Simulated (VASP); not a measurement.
Set up this calculation in VASP 6.6.1, as the native input.

| Item | Value |
| --- | --- |
| Task | single point |
| Functional | LDA |
| Potentials or basis | VASP PAW LDA potentials, release 64 (Pt) |
| Cutoff | 520 eV |
| k mesh | 11 × 11 × 6 |
| Occupations | fermi-dirac, width 0.05 eV |
| Spin | no spin polarisation |
| Dipole correction | no |
| Further INCAR settings | ALGO = Normal; EDIFF = 1e-07; NBANDS = 17 |

The structure of Pt lies in POSCAR:

```
Pt
1.0
    2.7969943295      0.0000000000      0.0000000000
   -1.3984971647      2.4222681435      0.0000000000
    0.0000000000      0.0000000000      4.8551956265
Pt
2
Direct
    0.3333333333      0.6666666667      0.2500000000
    0.6666666667      0.3333333333      0.7500000000
```

The input as run:

INCAR

```
PREC     = Accurate       # precision mode
ENCUT    = 520            # plane-wave cutoff, eV
EDIFF    = 1E-7           # SCF threshold, eV
ISMEAR   = -1             # smearing method
SIGMA    = 0.05           # smearing width, eV
LREAL    = False          # projectors in reciprocal space
LASPH    = True           # aspherical terms in the spheres
NELM     = 100            # most SCF steps
ALGO     = Normal         # electronic algorithm
ISIF     = 2              # what is computed and relaxed
LWAVE    = False          # write WAVECAR
LCHARG   = False          # write CHGCAR
GGA      = CA             # functional
NBANDS   = 17             # bands
```

KPOINTS

```
Automatic mesh
0
Gamma
  11 11 6
```

Potentials or basis: VASP PAW LDA potentials, release 64 (Pt).

The run is started by

```bash
$ cat potpaw_LDA.64/Pt/POTCAR > POTCAR
$ mpirun -np 1 vasp_std > vasp.out
```

Results of the run:

The pressure is -22.6 GPa and the band gap on the k mesh is zero (band 10 reaches 9.86 eV, above the bottom of band 11 at 8.77 eV).

Caveat: spin-orbit coupling is left out, which moves the levels of the heavy elements.

Run time: 10 s on 1 thread of Intel(R) Xeon(R) 6975P-C (Granite Rapids), on a shared host, peak memory 0.15 GiB.
